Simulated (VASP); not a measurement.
A run of VASP 6.6.1 is set up as follows.

POSCAR

```
MnS
1.0
    3.6833190000      0.0000000000      0.0000000000
    1.8416595000      3.1898478242      0.0000000000
    1.8416595000      1.0632826081      3.0074173700
Mn S
1 1
Direct
    0.0000000000      0.0000000000      0.0000000000
    0.5000000000      0.5000000000      0.5000000000
```

The input INCAR.step1:

```
SYSTEM = MnS
  ALGO = Normal
  EDIFF = 1E-4
  ENCUT = 520
  GGA = PE
  ISMEAR = -1
  ISPIN = 2
  LASPH = .True.
  LCHARG = .False.
  LDAU = .True.
  LDAUJ = 0 0
  LDAUL = 2 -1
  LDAUTYPE = 2
  LDAUU = 2 0
  LMAXMIX = 4
  LREAL = .False.
  LWAVE = .True.
  MAGMOM = 2.8 0
  NBANDS = 20
  NELM = 150
  PREC = Accurate
  SIGMA = 0.1
```

The input INCAR.step2:

```
SYSTEM = MnS
  ALGO = Normal
  EDIFF = 1E-6
  ENCUT = 520
  ISIF = 2
  ISMEAR = -1
  ISPIN = 2
  ISTART = 1
  LASPH = .True.
  LCHARG = .False.
  LDAU = .True.
  LDAUJ = 0 0
  LDAUL = 2 -1
  LDAUPRINT = 1
  LDAUTYPE = 2
  LDAUU = 2 0
  LMAXMIX = 4
  LMIXTAU = .True.
  LORBIT = 11
  LREAL = .False.
  LWAVE = .False.
  MAGMOM = 2.8 0
  METAGGA = R2SCAN
  NBANDS = 20
  NELM = 150
  PREC = Accurate
  SIGMA = 0.1
```

KPOINTS

```
k-points
0
Gamma
  8 8 8
  0 0 0
```

Potentials or basis: VASP PAW PBE potentials, release 64 (Mn_pv, S).

Run with:

```console
$ cat potpaw_PBE.64/Mn_pv/POTCAR potpaw_PBE.64/S/POTCAR > POTCAR
$ cp INCAR.step1 INCAR
$ mpirun -np 1 vasp_std > vasp.out
$ cp INCAR.step2 INCAR
$ mpirun -np 1 vasp_std > vasp.out
```

Q: Predict the site moments.

A: Mn +4.58; S +0.10 μB.

Q: Predict the band gap on the k mesh.

A: 0.65 eV (least direct gap 2.79 eV).

Q: What does it give for the net moment?

A: 5.00 μB per cell.

Eigenvalues of the final occupation matrices:
| site | spin | trace | eigenvalues |
| --- | --- | --- | --- |
| site 1 d | 1 | 4.71 | 0.93 0.93 0.93 0.95 0.95 |
| site 1 d | 2 | 0.20 | 0.01 0.01 0.01 0.08 0.08 |

Caveat: a cell with one magnetic atom can't hold antiferromagnetic order, which such compounds often take. A k mesh can miss the band edges.
